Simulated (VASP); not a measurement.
Input of a VASP 6.6.1 run:

File POSCAR:

```
TePb
1.0
    4.5569123201      0.0000000000      0.0000000000
   -2.2784561601      3.9464018321      0.0000000000
    0.0000000000      0.0000000000      7.8616929434
Pb Te
2 2
Direct
    0.0000000000      0.0000000000      0.0000000000
    0.0000000000      0.0000000000      0.5000000000
    0.3333333333      0.6666666667      0.2500000000
    0.6666666667      0.3333333333      0.7500000000
```

The input INCAR.step1:

```
PREC     = Accurate       # precision mode
ENCUT    = 520            # plane-wave cutoff, eV
EDIFF    = 1E-5           # SCF threshold, eV
ISMEAR   = -1             # smearing method
SIGMA    = 0.02           # smearing width, eV
LREAL    = F              # projectors in reciprocal space
LASPH    = T              # aspherical terms in the spheres
NELM     = 60             # most SCF steps
ALGO     = Normal         # electronic algorithm
ISIF     = 2              # what is computed and relaxed
LWAVE    = T              # write WAVECAR
LCHARG   = F              # write CHGCAR
NBANDS   = 28             # bands
GGA      = PE             # functional
KPAR     = 4
```

File INCAR.step2:

```
PREC     = Accurate       # precision mode
ENCUT    = 520            # plane-wave cutoff, eV
EDIFF    = 1E-7           # SCF threshold, eV
ISMEAR   = -1             # smearing method
SIGMA    = 0.02           # smearing width, eV
LREAL    = F              # projectors in reciprocal space
LASPH    = T              # aspherical terms in the spheres
NELM     = 60             # most SCF steps
ALGO     = Normal         # electronic algorithm
ISIF     = 2              # what is computed and relaxed
LWAVE    = F              # write WAVECAR
LCHARG   = F              # write CHGCAR
GGA      = PE             # functional
LHFCALC  = T              # exact exchange
HFSCREEN = 0.2079         # screening, 1/A
PRECFOCK = Normal       
NBANDS   = 28             # bands
ISTART   = 1            
KPAR     = 4
```

File KPOINTS:

```
regular mesh
0
Gamma
  6 6 2
```

Potentials or basis: VASP PAW PBE potentials, release 64 (Pb_d, Te).

Command:

```sh
$ cat potpaw_PBE.64/Pb_d/POTCAR potpaw_PBE.64/Te/POTCAR > POTCAR
$ cp INCAR.step1 INCAR
$ mpirun -np 4 vasp_std > vasp.out
$ cp INCAR.step2 INCAR
$ mpirun -np 4 vasp_std > vasp.out
```

Predict the pressure.

-0.2 GPa.

What does it give for the band gap on the k mesh?

0.28 eV (least direct gap 0.42 eV).

Caveat: the PAW data sets were made with another functional, which shifts forces and pressure a little; spin-orbit coupling is left out, which moves the levels of the heavy elements. A k mesh can miss the band edges.
